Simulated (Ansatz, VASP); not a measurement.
BeH2F4 in VASP and in Ansatz

```
CELL_PARAMETERS angstrom
4.99792 0.00000 0.00000
0.00000 4.99792 0.00000
0.00000 0.00000 3.11054
ATOMIC_POSITIONS crystal
Be 0.00000 0.00000 0.00000
H 0.00000 0.50000 0.50000
H 0.50000 0.00000 0.50000
F 0.21866 0.21866 0.00000
F 0.78134 0.78134 0.00000
F 0.21866 0.78134 0.00000
F 0.78134 0.21866 0.00000
```

Change from the starting cell: species swapped into the Cs2PdCl4 type (P4/mmm, No. 123).

Alike in both runs: task single point; functional PBE; k mesh 4 × 4 × 6; occupations gaussian, width 0.1 eV; no spin polarisation.

|  | VASP | Ansatz |
| --- | --- | --- |
| version | VASP 6.6.1 | Ansatz 0.2.0 |
| potentials or method | VASP PAW PBE potentials, release 64 (Be, H, F), cutoff 520 eV | scalar-relativistic, plane waves, PAW |
| valence electrons in the cell | 32 | 32 |

Ansatz gave:

```
gap on the k mesh at the Fermi level (eV)                     : none
pressure (GPa)                                                : -0.7
traceless stress, the component that is largest in VASP (GPa) : -14.11
rms of the force components (eV/Å)                            : 0.813
```

Task: Estimate VASP's values.

Result: gap on the k mesh at the Fermi level (eV): none; pressure (GPa): -0.8; traceless stress, the component that is largest in VASP (GPa): -14.35; rms of the force components (eV/Å): 0.835.

Atom by atom the forces differ by 0.022 eV/Å (rms over components). A gap of «none» marks a metal or a gap that the smearing closes. The functional is the same, so the differences come from potentials, cutoffs and numerics.
